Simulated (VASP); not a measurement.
# As2Pt (Pa-3) in VASP: a series of runs

Aim: see how the results for As2Pt move with the level of theory and the settings. Levels: r2SCAN, PBE. Tasks: single point.

Program: VASP 6.6.1. These are calculated values, not measurements. Logs are shortened: lines on timing, memory, paths and dates and some standing lists are left out, and cuts for length are marked.

**1. The cell of the first run**

Symmetry: Pa-3, No. 205, cubic system. The conventional cell has a = 5.887 Å, b = 5.887 Å, c = 5.887 Å, α = 90.00°, β = 90.00°, γ = 90.00°. As (site symmetry 3) has 1 As at 2.36 Å and 3 Pt at 2.46 Å within 3.1 Å. Pt (site symmetry -3) has 6 As at 2.46 Å within 3.2 Å.

**2. Single point, r2SCAN (17.00 Å³/atom)**

Input file POSCAR:

```
As2Pt
1.0
    5.8867049279      0.0000000000      0.0000000000
    0.0000000000      5.8867049279      0.0000000000
    0.0000000000      0.0000000000      5.8867049279
As Pt
8 4
Direct
    0.3840512993      0.3840512993      0.3840512993
    0.1159487007      0.6159487007      0.8840512993
    0.8840512993      0.1159487007      0.6159487007
    0.6159487007      0.8840512993      0.1159487007
    0.6159487007      0.6159487007      0.6159487007
    0.8840512993      0.3840512993      0.1159487007
    0.1159487007      0.8840512993      0.3840512993
    0.3840512993      0.1159487007      0.8840512993
    0.0000000000      0.0000000000      0.0000000000
    0.5000000000      0.0000000000      0.5000000000
    0.5000000000      0.5000000000      0.0000000000
    0.0000000000      0.5000000000      0.5000000000
```

Input file INCAR.step1:

```
SYSTEM = As2Pt
PREC = Accurate ; ENCUT = 550
ISMEAR = 0 ; SIGMA = 0.01
LREAL = .False. ; LASPH = .True.
NELM = 120 ; NBANDS = 52
GGA = PE ; ALGO = Normal
EDIFF = 1E-5 ; LWAVE = .True.
LCHARG = .False. ; GGA_COMPAT = .False.
```

Input file INCAR.step2:

```
SYSTEM = As2Pt
PREC = Accurate ; ENCUT = 550
EDIFF = 1E-6 ; ISMEAR = 0
SIGMA = 0.01 ; LREAL = .False.
LASPH = .True. ; NELM = 120
ALGO = Normal ; ISIF = 2
LWAVE = .False. ; LCHARG = .False.
METAGGA = R2SCAN ; LMIXTAU = .True.
NBANDS = 52 ; ISTART = 1
GGA_COMPAT = .False.
```

Input file KPOINTS:

```
regular mesh
0
Gamma
  4 4 4
  0 0 0
```

Potentials or basis: VASP PAW PBE potentials, release 64 (As, Pt).

The run is started by

```bash
cat potpaw_PBE.64/As/POTCAR potpaw_PBE.64/Pt/POTCAR > POTCAR
cp INCAR.step1 INCAR
mpirun -np 1 vasp_std > vasp.out
cp INCAR.step2 INCAR
mpirun -np 1 vasp_std > vasp.out
```

OUTCAR:

```text
SYSTEM = As2Pt
   PREC = Accurate
   ENCUT = 550
   EDIFF = 1E-6
   ISMEAR = 0
   LREAL = .False.
   LASPH = .True.
   NELM = 120
   ISIF = 2
   METAGGA = R2SCAN
   ISTART = 1

 ion  position               nearest neighbor table
   1  0.384  0.384  0.384-   5 2.36  10 2.46  11 2.46  12 2.46
   2  0.116  0.616  0.884-   6 2.36   9 2.46  11 2.46  12 2.46
   3  0.884  0.116  0.616-   7 2.36   9 2.46  10 2.46  12 2.46
   4  0.616  0.884  0.116-   8 2.36   9 2.46  10 2.46  11 2.46
   5  0.616  0.616  0.616-   1 2.36  10 2.46  11 2.46  12 2.46
   6  0.884  0.384  0.116-   2 2.36   9 2.46  11 2.46  12 2.46
   7  0.116  0.884  0.384-   3 2.36   9 2.46  10 2.46  12 2.46
   8  0.384  0.116  0.884-   4 2.36   9 2.46  10 2.46  11 2.46
   9  0.000  0.000  0.000-   2 2.46   3 2.46   4 2.46   6 2.46   7 2.46   8 2.46
  10  0.500  0.000  0.500-   1 2.46   3 2.46   4 2.46   5 2.46   7 2.46   8 2.46
  11  0.500  0.500  0.000-   1 2.46   2 2.46   4 2.46   5 2.46   6 2.46   8 2.46
  12  0.000  0.500  0.500-   1 2.46   2 2.46   3 2.46   5 2.46   6 2.46   7 2.46

  LATTYP: Found a simple cubic cell.
 ALAT       =     5.8867049279

  Lattice vectors:

 A1 = (   5.8867049279,   0.0000000000,   0.0000000000)
 A2 = (   0.0000000000,   5.8867049279,   0.0000000000)
 A3 = (   0.0000000000,   0.0000000000,   5.8867049279)

Analysis of symmetry for initial positions (statically):
=====================================================================
 Subroutine PRICEL returns:
 Original cell was already a primitive cell.

 Routine SETGRP: Setting up the symmetry group for a
 simple cubic supercell.

 Subroutine GETGRP returns: Found 24 space group operations
 (whereof  6 operations were pure point group operations)
 out of a pool of 48 trial point group operations.

The static configuration has the point symmetry S_6 .
 The point group associated with its full space group is T_h .

Analysis of symmetry for dynamics (positions and initial velocities):
=====================================================================
 Subroutine PRICEL returns:
 Original cell was already a primitive cell.

 Routine SETGRP: Setting up the symmetry group for a
 simple cubic supercell.

 Subroutine GETGRP returns: Found 24 space group operations
 (whereof  6 operations were pure point group operations)
 out of a pool of 48 trial point group operations.

The dynamic configuration has the point symmetry S_6 .
 The point group associated with its full space group is T_h .

 Subroutine INISYM returns: Found 24 space group operations
 (whereof  6 operations are pure point group operations),
 and found     1 'primitive' translations

----------------------------------------------------------------------------------------

                                     Primitive cell

  volume of cell :     203.9937

  direct lattice vectors                    reciprocal lattice vectors
     5.886704928  0.000000000  0.000000000     0.169874321  0.000000000  0.000000000
     0.000000000  5.886704928  0.000000000     0.000000000  0.169874321  0.000000000
     0.000000000  0.000000000  5.886704928     0.000000000  0.000000000  0.169874321

  length of vectors
     5.886704928  5.886704928  5.886704928     0.169874321  0.169874321  0.169874321

  position of ions in fractional coordinates (direct lattice)
     0.384051299  0.384051299  0.384051299
     0.115948701  0.615948701  0.884051299
     0.884051299  0.115948701  0.615948701
     0.615948701  0.884051299  0.115948701
     0.615948701  0.615948701  0.615948701
     0.884051299  0.384051299  0.115948701
     0.115948701  0.884051299  0.384051299
     0.384051299  0.115948701  0.884051299
     0.000000000  0.000000000  0.000000000
     0.500000000  0.000000000  0.500000000
     0.500000000  0.500000000  0.000000000
     0.000000000  0.500000000  0.500000000

  ion indices of the primitive-cell ions
   primitive index   ion index
                 1           1
                 2           2
                 3           3
                 4           4
                 5           5
                 6           6
                 7           7
                 8           8
                 9           9
                10          10
                11          11
                12          12

----------------------------------------------------------------------------------------

 KPOINTS: regular mesh

Automatic generation of k-mesh.
 Grid dimensions read from file:
 generate k-points for:    4    4    4

 Generating k-lattice:

  Cartesian coordinates                     Fractional coordinates (reciprocal lattice)
     0.042468580  0.000000000  0.000000000     0.250000000  0.000000000  0.000000000
     0.000000000  0.042468580  0.000000000     0.000000000  0.250000000  0.000000000
     0.000000000  0.000000000  0.042468580     0.000000000  0.000000000  0.250000000

  Length of vectors
     0.042468580  0.042468580  0.042468580

  Shift w.r.t. Gamma in fractional coordinates (k-lattice)
     0.000000000  0.000000000  0.000000000

 Subroutine IBZKPT returns following result:
 ===========================================

 Found     11 irreducible k-points:

 Following reciprocal coordinates:
            Coordinates               Weight
  0.000000  0.000000  0.000000      1.000000
  0.250000  0.000000  0.000000      6.000000
  0.500000  0.000000  0.000000      3.000000
  0.250000  0.250000  0.000000     12.000000
  0.500000  0.250000  0.000000      6.000000
 -0.250000  0.500000  0.000000      6.000000
  0.500000  0.500000  0.000000      3.000000
  0.250000  0.250000  0.250000      8.000000
  0.500000  0.250000  0.250000     12.000000
  0.500000  0.500000  0.250000      6.000000
  0.500000  0.500000  0.500000      1.000000
   k-points           NKPTS =     11   k-points in BZ     NKDIM =     11   number of bands    NBANDS=     52
   number of dos      NEDOS =    301   number of ions     NIONS =     12
   total plane-waves  NPLWV = 110592
   dimension x,y,z NGX =    48 NGY =   48 NGZ =   48
   dimension x,y,z NGXF=    96 NGYF=   96 NGZF=   96
   ions per type =               8   4
   NGX,Y,Z   is equivalent  to a cutoff of  13.56, 13.56, 13.56 a.u.
   NGXF,Y,Z  is equivalent  to a cutoff of  27.11, 27.11, 27.11 a.u.
 SYSTEM =  As2Pt
   PREC   = accura    normal or accurate (medium, high low for compatibility)
   ISTART =      1    job   : 0-new  1-cont  2-samecut
   ICHARG =      0    charge: 1-file 2-atom 10-const
   ISPIN  =      1    spin polarized calculation?
   LNONCOLLINEAR =      F non collinear calculations
   LSORBIT =      F    spin-orbit coupling
   LASPH  =      T    aspherical Exc in radial PAW
   ENCUT  =  550.0 eV  40.42 Ry    6.36 a.u.  11.26 11.26 11.26*2*pi/ulx,y,z
   NELM   =    120;   NELMIN=  2; NELMDL=  0     # of ELM steps
   EDIFF  = 0.1E-05   stopping-criterion for ELM
   LREAL  =      F    real-space projection
   EDIFFG = 0.1E-04   stopping-criterion for IOM
   NSW    =      0    number of steps for IOM
   IBRION =     -1    ionic relax: 0-MD 1-quasi-New 2-CG
   NFREE  =      0    steps in history (QN), initial steepest desc. (CG)
   ISIF   =      2    stress and relaxation
   ISYM   =      2    0-nonsym 1-usesym 2-fastsym
   POTIM  = 0.5000    time-step for ionic-motion
   TEBEG  =    0.0;   TEEND  =   0.0 temperature during run
   PSTRESS=    0.0 pullay stress
   NELECT =      80.0000    total number of electrons
   NUPDOWN=      -1.0000    fix difference up-down
   EMIN   =  10.00;   EMAX   =-10.00  energy-range for DOS
   EFERMI =   0.00;   METHOD = LEGACY
   ISMEAR =     0;   SIGMA  =   0.01  broadening in eV -4-tet -1-fermi 0-gaus
   EFERMI_NEDOS =   21; number of points for ismear=-14 and -15
   IALGO  =     38    algorithm
   IMIX   =      4    mixing-type and parameters
     AMIX     =   0.40;   BMIX     =  1.00
     AMIX_MAG =   1.60;   BMIX_MAG =  1.00
  volume/ion in A,a.u.               =      17.00       114.72
  Fermi-wavevector in a.u.,A,eV,Ry     =   1.198301  2.264460 19.536947  1.435925
  Thomas-Fermi vector in A             =   2.334193
   LORBIT       =      0    0 simple, 1 ext, 2 COOP (PROOUT), +10 PAW based schemes
   METAGGA = R2SCAN    functional components
   LHFCALC =     F    Hartree Fock is set to
   AEXX    =    0.0000 exact exchange contribution
   IVDW    =     0    specifies the selected vdW correction
   LEPSILON=     F    determine dielectric tensor
   LRPA    =     F    only Hartree local field effects (RPA)
 non-spin polarized calculation
 Gauss-broadening in eV      SIGMA  =   0.01
  energy-cutoff  :      550.00
  volume of cell :      203.99
 maximum number of plane-waves:      6031
 NGX is ok and might be reduce to    48
   NGX = 23   NGY = 23   NGZ = 23

 number of electron      79.9999985 magnetization

 Free energy of the ion-electron system (eV)
  ---------------------------------------------------
  ext. energy  EPLUGINS =         0.00000000
  ---------------------------------------------------
  free energy    TOTEN  =      -330.46378315 eV

  energy without entropy =     -330.46378315  energy(sigma->0) =     -330.46378315

 E-fermi :   7.7664     XC(G=0): -12.2386

 val. band max:        7.6669703053   @ k =   0.2500   0.0000   0.0000
 cond. band min:       8.6249379848   @ k =   0.5000   0.5000   0.5000
 fundamental gap:      0.9579676794
 Fermi energy:         7.7664121604

 k-point     1 :       0.0000    0.0000    0.0000
  band No.  band energies     occupation
      1      -7.3674      2.00000
      2      -5.1686      2.00000
      3      -5.1686      2.00000
      4      -5.1686      2.00000
      5      -2.5846      2.00000
      6      -2.5846      2.00000
[... 44 lines left out ...]
     51      13.8544      0.00000
     52      13.8544      0.00000
[... 548 lines left out ...]
     51      12.4455      0.00000
     52      12.4455      0.00000

------------------------ aborting loop because EDIFF is reached ----------------------------------------

  FORCE on cell =-STRESS in cart. coord.  units (eV):
  Direction    XX          YY          ZZ          XY          YZ          ZX
  --------------------------------------------------------------------------------------
  -------------------------------------------------------------------------------------
  Total       14.1523298     14.1523298     14.1523298      0.0000000      0.0000000     -0.0000000
  in kB      111.1531363    111.1531363    111.1531363      0.0000000      0.0000000     -0.0000000
  external PRESSURE =     111.1531363 kB  Pullay stress =       0.0000000 kB

 VOLUME and BASIS-vectors are now :
 -----------------------------------------------------------------------------
  energy-cutoff  :      550.00
  volume of cell :      203.99
      direct lattice vectors                 reciprocal lattice vectors
     5.886704928  0.000000000  0.000000000     0.169874321  0.000000000  0.000000000
     0.000000000  5.886704928  0.000000000     0.000000000  0.169874321  0.000000000
     0.000000000  0.000000000  5.886704928     0.000000000  0.000000000  0.169874321

 POSITION                                       TOTAL-FORCE (eV/Angst)
 -----------------------------------------------------------------------------------
      2.26080      2.26080      2.26080        -0.067191     -0.067191     -0.067191
      0.68256      3.62591      5.20415         0.067191      0.067191     -0.067191
      5.20415      0.68256      3.62591        -0.067191      0.067191      0.067191
      3.62591      5.20415      0.68256         0.067191     -0.067191      0.067191
      3.62591      3.62591      3.62591         0.067191      0.067191      0.067191
      5.20415      2.26080      0.68256        -0.067191     -0.067191      0.067191
      0.68256      5.20415      2.26080         0.067191     -0.067191     -0.067191
      2.26080      0.68256      5.20415        -0.067191      0.067191     -0.067191
      0.00000      0.00000      0.00000         0.000000      0.000000      0.000000
      2.94335      0.00000      2.94335         0.000000      0.000000      0.000000
      2.94335      2.94335      0.00000         0.000000      0.000000      0.000000
      0.00000      2.94335      2.94335         0.000000      0.000000      0.000000
 -----------------------------------------------------------------------------------
    total drift:                                0.000000      0.000000     -0.000000

  FREE ENERGIE OF THE ION-ELECTRON SYSTEM (eV)
  ---------------------------------------------------
  free  energy   TOTEN  =      -330.4637831485 eV

  energy  without entropy=     -330.4637831485  energy(sigma->0) =     -330.46378315
```

Run time: 7.8 min. Hardware: 1 thread of Intel Xeon Platinum 8259CL at 2.50GHz (Skylake/Cascade Lake), shared host; peak memory 0.41 GiB.

Results:

```
Free energy            : -330.4638 eV
Pressure               : 11.1 GPa
Largest force          : 0.116 eV/Å
Band gap on the k mesh : 0.96 eV (least direct gap 1.40 eV)
```

Forces on the atoms (eV/Å):
```
As  -0.067 -0.067 -0.067
As   0.067  0.067 -0.067
As  -0.067  0.067  0.067
As   0.067 -0.067  0.067
As   0.067  0.067  0.067
As  -0.067 -0.067  0.067
As   0.067 -0.067 -0.067
As  -0.067  0.067 -0.067
Pt   0.000  0.000  0.000
Pt   0.000  0.000  0.000
Pt   0.000  0.000  0.000
Pt   0.000  0.000  0.000
```

Caveat: the cell stands under pressure; the PAW data sets were made with another functional, which shifts forces and pressure a little; spin-orbit coupling is left out, which moves the levels of the heavy elements.

**3. Single point, r2SCAN (17.54 Å³/atom)**

This run uses another cell than the first one, of 17.54 Å³/atom.

Changes to POSCAR since step 2:

```diff
@@ -2,5 +2,5 @@
 1.0
-    5.8867049279      0.0000000000      0.0000000000
-    0.0000000000      5.8867049279      0.0000000000
-    0.0000000000      0.0000000000      5.8867049279
+    5.9486747969      0.0000000000      0.0000000000
+    0.0000000000      5.9486747969      0.0000000000
+    0.0000000000      0.0000000000      5.9486747969
 As Pt
```

INCAR.step1 is that of step 2.

INCAR.step2 is that of step 2.

Input file KPOINTS:

```
Automatic mesh
0
Gamma
  4 4 4
  0 0 0
```

Potentials or basis: VASP PAW PBE potentials, release 64 (As, Pt).

The run is started by

```bash
cat potpaw_PBE.64/As/POTCAR potpaw_PBE.64/Pt/POTCAR > POTCAR
cp INCAR.step1 INCAR
mpirun -np 1 vasp_std > vasp.out
cp INCAR.step2 INCAR
mpirun -np 1 vasp_std > vasp.out
```

OUTCAR:

```text
SYSTEM = As2Pt
   PREC = Accurate
   ENCUT = 550
   EDIFF = 1E-6
   ISMEAR = 0
   LREAL = .False.
   LASPH = .True.
   NELM = 120
   ISIF = 2
   METAGGA = R2SCAN
   ISTART = 1

 ion  position               nearest neighbor table
   1  0.384  0.384  0.384-   5 2.39  10 2.48  11 2.48  12 2.48
   2  0.116  0.616  0.884-   6 2.39   9 2.48  11 2.48  12 2.48
   3  0.884  0.116  0.616-   7 2.39   9 2.48  10 2.48  12 2.48
   4  0.616  0.884  0.116-   8 2.39   9 2.48  10 2.48  11 2.48
   5  0.616  0.616  0.616-   1 2.39  10 2.48  11 2.48  12 2.48
   6  0.884  0.384  0.116-   2 2.39   9 2.48  11 2.48  12 2.48
[... 823 lines left out ...]
  energy-cutoff  :      550.00
  volume of cell :      210.50
      direct lattice vectors                 reciprocal lattice vectors
     5.948674797  0.000000000  0.000000000     0.168104668  0.000000000  0.000000000
     0.000000000  5.948674797  0.000000000     0.000000000  0.168104668  0.000000000
     0.000000000  0.000000000  5.948674797     0.000000000  0.000000000  0.168104668

 POSITION                                       TOTAL-FORCE (eV/Angst)
 -----------------------------------------------------------------------------------
      2.28460      2.28460      2.28460        -0.035357     -0.035357     -0.035357
      0.68974      3.66408      5.25893         0.035357      0.035357     -0.035357
      5.25893      0.68974      3.66408        -0.035357      0.035357      0.035357
      3.66408      5.25893      0.68974         0.035357     -0.035357      0.035357
      3.66408      3.66408      3.66408         0.035357      0.035357      0.035357
      5.25893      2.28460      0.68974        -0.035357     -0.035357      0.035357
      0.68974      5.25893      2.28460         0.035357     -0.035357     -0.035357
      2.28460      0.68974      5.25893        -0.035357      0.035357     -0.035357
      0.00000      0.00000      0.00000         0.000000      0.000000      0.000000
      2.97434      0.00000      2.97434         0.000000      0.000000      0.000000
      2.97434      2.97434      0.00000         0.000000      0.000000      0.000000
      0.00000      2.97434      2.97434         0.000000      0.000000      0.000000
 -----------------------------------------------------------------------------------
    total drift:                                0.000000      0.000000     -0.000000

  FREE ENERGIE OF THE ION-ELECTRON SYSTEM (eV)
  ---------------------------------------------------
  free  energy   TOTEN  =      -330.7892775413 eV

  energy  without entropy=     -330.7892775413  energy(sigma->0) =     -330.78927754
```

OUTCAR.step1:

```text
SYSTEM = As2Pt
   PREC = Accurate
   ENCUT = 550
   ISMEAR = 0
   LREAL = .False.
   LASPH = .True.
[... 852 lines left out ...]
      2.97434      0.00000      2.97434         0.000000      0.000000     -0.000000
      2.97434      2.97434      0.00000         0.000000      0.000000     -0.000000
      0.00000      2.97434      2.97434         0.000000      0.000000     -0.000000
 -----------------------------------------------------------------------------------
    total drift:                                0.000000      0.000000     -0.000000

  FREE ENERGIE OF THE ION-ELECTRON SYSTEM (eV)
  ---------------------------------------------------
  free  energy   TOTEN  =       -67.7084468266 eV

  energy  without entropy=      -67.7084468266  energy(sigma->0) =      -67.70844683
```

It took 7.3 min on 1 thread of Intel Xeon Platinum 8259CL at 2.50GHz (Skylake/Cascade Lake), shared host; peak memory 0.41 GiB.

Results:

- Free energy: -330.7893 eV
- Pressure: 5.0 GPa
- Largest force: 0.061 eV/Å
- Band gap on the k mesh: 0.80 eV (least direct gap 1.30 eV)

Forces on the atoms (eV/Å):
```
As  -0.035 -0.035 -0.035
As   0.035  0.035 -0.035
As  -0.035  0.035  0.035
As   0.035 -0.035  0.035
As   0.035  0.035  0.035
As  -0.035 -0.035  0.035
As   0.035 -0.035 -0.035
As  -0.035  0.035 -0.035
Pt   0.000  0.000  0.000
Pt   0.000  0.000  0.000
Pt   0.000  0.000  0.000
Pt   0.000  0.000  0.000
```

Caveat: the cell stands under pressure; the PAW data sets were made with another functional, which shifts forces and pressure a little; spin-orbit coupling is left out, which moves the levels of the heavy elements. r2SCAN opens gaps a little over a GGA but as a rule still falls short of measured ones.

[end of part 1 of 3]
